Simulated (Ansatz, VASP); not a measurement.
## One calculation of Sn, two programs

The input INCAR:

```
SYSTEM = Sn
ALGO = Normal
EDIFF = 1E-6
ENCUT = 520
ISIF = 2
ISMEAR = -1
LASPH = .TRUE.
LCHARG = .TRUE.
LELF = .TRUE.
LREAL = .FALSE.
LVHAR = .TRUE.
LWAVE = .FALSE.
NBANDS = 21
NELM = 60
PREC = Accurate
SIGMA = 0.1
```

KPOINTS

```
k-points
0
G
  11 11 8
  0 0 0
```

The input POSCAR:

```
Sn
1.0
   -2.8994216605      2.9008009606      1.5581694818
    2.9008009606     -2.8994216605      1.5581694818
    2.8985835788      2.8985835788     -1.5556411493
Sn
2
Direct
    0.0000164062      0.9999835938      0.0000000000
    0.7499835938      0.2500164062      0.5000000000
```

Input for Ansatz:

```yaml
crystal:
  lattice:
    - [-2.8994216605, 2.9008009606, 1.5581694818]
    - [2.9008009606, -2.8994216605, 1.5581694818]
    - [2.8985835788, 2.8985835788, -1.5556411493]
  atoms:
    - { symbol: Sn, position: [1.64062e-05, 0.9999835938, 0.0] }
    - { symbol: Sn, position: [0.7499835938, 0.2500164062, 0.5] }
hamiltonian:
  xc: lda
  pseudopotentials:
    kind: paw
    azcp:
      Sn: "pseudopotentials/Sn.paw.azcp"
basis:
  ecutwfc: 420
  fft_grid_basis: typed
kpoints:
  mp_grid: { grid: [11, 11, 8], shift: [0, 0, 0] }
magnetization:
  spin_polarized: false
scf:
  occupations: { method: fermi_dirac, width: 0.1 }
  lower_state_search: "off"
output:
  stress: true
```

Alike in both runs: task single point; functional LDA; k mesh 11 × 11 × 8; occupations fermi-dirac, width 0.1 eV; no spin polarisation.

```csv
,VASP,Ansatz
version,VASP 6.6.1,Ansatz 0.2.0
potentials or method,"VASP PAW LDA potentials, release 64 (Sn_d), cutoff 520 eV","plane waves (420 eV) with PAW, scalar-relativistic"
valence electrons in the cell,28,28
```

```csv
,VASP,Ansatz,Ansatz less VASP
pressure (GPa),0.0,0.0,-0.03
```

Ansatz warns that its potentials were made for another functional, while VASP's fit it. LDA's correlation is that of Perdew and Zunger in VASP and of Perdew and Wang (1992) in Ansatz.
